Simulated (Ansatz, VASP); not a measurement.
# V: VASP beside Ansatz

```
V
1.0
     2.54462    0.00000    0.00000
    -1.27231    2.20371    0.00000
     0.00000    0.00000    9.20617
V
4
Direct
  0.00000 0.00000 0.00000
  0.00000 0.00000 0.50000
  0.33333 0.66667 0.25000
  0.66667 0.33333 0.75000
```

Alike in both runs: task single point; functional LDA; k mesh 16 × 16 × 4; occupations fermi-dirac, width 0.1 eV; no spin polarisation.

```csv
,VASP,Ansatz
version,VASP 6.6.1,Ansatz 0.2.0
potentials or method,"VASP PAW LDA potentials, release 64 (V_sv), cutoff 520 eV","plane waves (420 eV) with PAW, scalar-relativistic"
valence electrons in the cell,52,52
```

|  | VASP | Ansatz | Ansatz less VASP |
| --- | --- | --- | --- |
| pressure (GPa) | 0.5 | 0.1 | -0.46 |
| traceless stress, the component that is largest in VASP (GPa) | -0.14 | -0.11 | +0.031 |

Ansatz warns that its potentials were made for another functional, while VASP's fit it. LDA's correlation is that of Perdew and Zunger in VASP and of Perdew and Wang (1992) in Ansatz.
